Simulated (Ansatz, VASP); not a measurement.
**Al3Ni5 in VASP and in Ansatz**

```
Al Ni
1.0
     3.29333   -3.88576    0.00000
     3.29333    3.88576    0.00000
     0.00000    0.00000    3.72035
Al Ni
3 5
Direct
  0.50000 0.50000 0.00000
  0.77969 0.22031 0.50000
  0.22031 0.77969 0.50000
  0.00000 0.00000 0.00000
  0.00000 0.50000 0.00000
  0.50000 0.00000 0.00000
  0.27624 0.27624 0.50000
  0.72376 0.72376 0.50000
```

Change from the starting cell: strain +0.0525 x Voigt [0, 1, 0, 0, 0, 0], atoms carried along.

Alike in both runs: task single point; functional PBEsol; k mesh 8 × 8 × 10; occupations gaussian, width 0.15 eV; no spin polarisation.

|  | VASP | Ansatz |
| --- | --- | --- |
| version | VASP 6.6.1 | Ansatz 0.2.0 |
| potentials or method | VASP PAW PBE potentials, release 64 (Al, Ni), cutoff 520 eV | scalar-relativistic, plane waves, PAW |
| valence electrons in the cell | 59 | 99 |

Ansatz gave:

| Item | Value |
| --- | --- |
| gap on the k mesh at the Fermi level (eV) | none |
| pressure (GPa) | -8.2 |
| traceless stress, the component that is largest in VASP (GPa) | -4.32 |
| rms of the force components (eV/Å) | 0.030 |

Question: Which values does VASP return?

Answer: gap on the k mesh at the Fermi level (eV): none; pressure (GPa): -8.0; traceless stress, the component that is largest in VASP (GPa): -4.22; rms of the force components (eV/Å): 0.031.

VASP's potentials were made for PBE, not for PBEsol. Atom by atom the forces differ by 0.002 eV/Å (rms over components). A gap of «none» marks a metal or a gap that the smearing closes. With one functional, cell and mesh, what is left measures potentials, basis and numerics. VASP's potentials hold 59 valence electrons a cell and Ansatz's 99, so a difference there can come from the potentials and not from the codes.
